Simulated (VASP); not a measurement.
Write the native input for VASP 6.6.1 that does the following.

- Task: single point
- Functional: PBE
- Potentials or basis: VASP PAW PBE potentials, release 64 (Bi_d, Te, O)
- Cutoff: 520 eV
- k mesh: 6 × 6 × 4
- Occupations: gaussian, width 0.1 eV
- Spin: no spin polarisation
- Dipole correction: no
- Further INCAR settings: ALGO = Normal; EDIFF = 1e-06; NBANDS = 32

The structure of Bi2Te2O lies in POSCAR:

```
Bi2Te2O
1.0
    4.8755712923      0.0000000000      0.0000000000
    0.0000000000      4.8755712923      0.0000000000
    0.0000000000      0.0000000000      8.3137758068
Bi Te O
2 2 1
Direct
    0.5000000000      0.0000000000      0.0000000000
    0.0000000000      0.5000000000      0.0000000000
    0.0000000000      0.0000000000      0.2541633327
    0.0000000000      0.0000000000      0.7458366673
    0.5000000000      0.5000000000      0.0000000000
```

The cell was generated, and may not be a known phase.

One way to write it, as run:

INCAR

```
SYSTEM = Bi2Te2O
  ALGO = Normal
  EDIFF = 1E-6
  ENCUT = 520
  GGA = PE
  ISIF = 2
  ISMEAR = 0
  LASPH = .TRUE.
  LCHARG = .FALSE.
  LREAL = .FALSE.
  LWAVE = .FALSE.
  NBANDS = 32
  NELM = 60
  PREC = Accurate
  SIGMA = 0.1
```

KPOINTS

```
k-points
0
G
  6 6 4
  0 0 0
```

Potentials or basis: VASP PAW PBE potentials, release 64 (Bi_d, Te, O).

Command:

```sh
$ cat potpaw_PBE.64/Bi_d/POTCAR potpaw_PBE.64/Te/POTCAR potpaw_PBE.64/O/POTCAR > POTCAR
$ mpirun -np 1 vasp_std > vasp.out
```

It gave:

```yaml
Pressure: 0.0 GPa
Largest_force: 0.008 eV/Å
Band_gap_on_the_k_mesh: zero (bands 24 and 25 overlap by 0.34 eV)
```

Caveat: spin-orbit coupling is left out, which moves the levels of the heavy elements; this functional lacks dispersion, which binds layers or chains, so the pressure and a relaxed spacing across them are unreliable.

Wall time 76 s on 1 thread of Intel(R) Xeon(R) 6975P-C (Granite Rapids) (shared host), peak memory 0.38 GiB.
